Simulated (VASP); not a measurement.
A run of VASP 6.6.1:

Contents of INCAR:

```
SYSTEM = KLuS2
PREC = Accurate
ENCUT = 520
EDIFF = 1E-6
ISMEAR = -1
SIGMA = 0.01
LREAL = .FALSE.
LASPH = .TRUE.
NELM = 80
ALGO = Normal
ISIF = 2
LWAVE = .FALSE.
LCHARG = .FALSE.
GGA = CA
NBANDS = 31
```

The input KPOINTS:

```
regular mesh
0
G
  7 7 7
  0 0 0
```

POSCAR

```
KLuS2
1.0
    2.0139912545      1.1627783929      7.2903300000
   -2.0139912545      1.1627783929      7.2903300000
    0.0000000000     -2.3255567858      7.2903300000
K Lu S
1 1 2
Direct
    0.0000000000      0.0000000000      0.0000000000
    0.5000000000      0.5000000000      0.5000000000
    0.2336900000      0.2336900000      0.2336900000
    0.7663100000      0.7663100000      0.7663100000
```

Potentials or basis: VASP PAW PBE potentials, release 64 (K_sv, Lu, S).

Run with:

```bash
$ cat potpaw_PBE.64/K_sv/POTCAR potpaw_PBE.64/Lu/POTCAR potpaw_PBE.64/S/POTCAR > POTCAR
$ mpirun -np 1 vasp_std > vasp.out
```

Hardware: 1 thread of AMD EPYC 9R45 (Zen 5) (shared host).

Q: How long does it take, and how much memory?

A: Wall time 5.2 min on 1 thread of AMD EPYC 9R45 (Zen 5), on a shared host, peak memory 0.41 GiB. Counts: scf iterations 14, k points 44.
